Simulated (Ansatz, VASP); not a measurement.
**Mg in VASP and in Ansatz**

File POSCAR:

```
Mg
1.0
    3.6449664690      2.1044223721      6.2161336964
   -3.6449664690      2.1044223721      6.2161336964
    0.0000000000     -4.2088447441      6.2161336964
Mg
12
Direct
    0.0101900000      0.6536100000      0.0101900000
    0.0101900000      0.0101900000      0.6536100000
    0.6536100000      0.0101900000      0.0101900000
    0.9898100000      0.3463900000      0.9898100000
    0.3463900000      0.9898100000      0.9898100000
    0.9898100000      0.9898100000      0.3463900000
    0.2211800000      0.6306000000      0.2211800000
    0.2211800000      0.2211800000      0.6306000000
    0.6306000000      0.2211800000      0.2211800000
    0.7788200000      0.3694000000      0.7788200000
    0.3694000000      0.7788200000      0.7788200000
    0.7788200000      0.7788200000      0.3694000000
```

File INCAR.step1:

```
SYSTEM = Mg
PREC     = Accurate       ! precision mode
ENCUT    = 520            ! plane-wave cutoff, eV
ISMEAR   = 0              ! smearing method
SIGMA    = 0.1            ! smearing width, eV
LREAL    = .FALSE.        ! projectors in reciprocal space
LASPH    = .TRUE.         ! aspherical terms in the spheres
NELM     = 100            ! most SCF steps
NBANDS   = 24             ! bands
GGA      = PE             ! functional
ALGO     = Normal         ! electronic algorithm
EDIFF    = 1E-4           ! SCF threshold, eV
LWAVE    = .TRUE.         ! write WAVECAR
LCHARG   = .FALSE.        ! write CHGCAR
```

File INCAR.step2:

```
SYSTEM = Mg
PREC     = Accurate       ! precision mode
ENCUT    = 520            ! plane-wave cutoff, eV
EDIFF    = 1E-6           ! SCF threshold, eV
ISMEAR   = 0              ! smearing method
SIGMA    = 0.1            ! smearing width, eV
LREAL    = .FALSE.        ! projectors in reciprocal space
LASPH    = .TRUE.         ! aspherical terms in the spheres
NELM     = 100            ! most SCF steps
ALGO     = Normal         ! electronic algorithm
ISIF     = 2              ! what is computed and relaxed
LWAVE    = .FALSE.        ! write WAVECAR
LCHARG   = .FALSE.        ! write CHGCAR
METAGGA  = R2SCAN         ! meta-GGA
LMIXTAU  = .TRUE.       
NBANDS   = 24             ! bands
ISTART   = 1
```

The input KPOINTS:

```
regular mesh
0
G
  3 3 3
  0 0 0
```

Input for Ansatz:

```yaml
crystal:
  lattice:
    - [3.644966469, 2.1044223721, 6.2161336964]
    - [-3.644966469, 2.1044223721, 6.2161336964]
    - [0.0, -4.2088447441, 6.2161336964]
  atoms:
    - { symbol: Mg, position: [0.01019, 0.65361, 0.01019] }
    - { symbol: Mg, position: [0.01019, 0.01019, 0.65361] }
    - { symbol: Mg, position: [0.65361, 0.01019, 0.01019] }
    - { symbol: Mg, position: [0.98981, 0.34639, 0.98981] }
    - { symbol: Mg, position: [0.34639, 0.98981, 0.98981] }
    - { symbol: Mg, position: [0.98981, 0.98981, 0.34639] }
    - { symbol: Mg, position: [0.22118, 0.6306, 0.22118] }
    - { symbol: Mg, position: [0.22118, 0.22118, 0.6306] }
    - { symbol: Mg, position: [0.6306, 0.22118, 0.22118] }
    - { symbol: Mg, position: [0.77882, 0.3694, 0.77882] }
    - { symbol: Mg, position: [0.3694, 0.77882, 0.77882] }
    - { symbol: Mg, position: [0.77882, 0.77882, 0.3694] }
basis:
  ecutwfc: 500
kpoints:
  mp_grid: { grid: [3, 3, 3] }
hamiltonian:
  xc: r2scan
scf:
  occupations: { method: gaussian, width: 0.1 }
  lower_state_search: "off"
output:
  forces: true
  stress: true
  eigenvalues: true
```

Alike in both runs: task single point; functional r2SCAN; k mesh 3 × 3 × 3; occupations gaussian, width 0.1 eV; no spin polarisation.

```csv
,VASP,Ansatz
version,VASP 6.6.1,Ansatz 0.2.0
potentials or method,"VASP PAW PBE potentials, release 64 (Mg), cutoff 520 eV","scalar-relativistic, plane waves, PAW"
valence electrons in the cell,24,120
```

VASP gave:

* gap on the k mesh at the Fermi level (eV): none
* pressure (GPa): 15.5
* traceless stress, the component that is largest in VASP (GPa): 3.80
* rms of the force components (eV/Å): 1.104

Q: Estimate Ansatz's values.

A: gap on the k mesh at the Fermi level (eV): none; pressure (GPa): 15.6; traceless stress, the component that is largest in VASP (GPa): 3.77; rms of the force components (eV/Å): 1.104.

VASP's potentials were made for PBE, not for r2SCAN. Atom by atom the forces differ by 0.004 eV/Å (rms over components). A gap of «none» marks a metal or a gap that the smearing closes. VASP's potentials hold 24 valence electrons a cell and Ansatz's 120, so a difference there can come from the potentials and not from the codes.
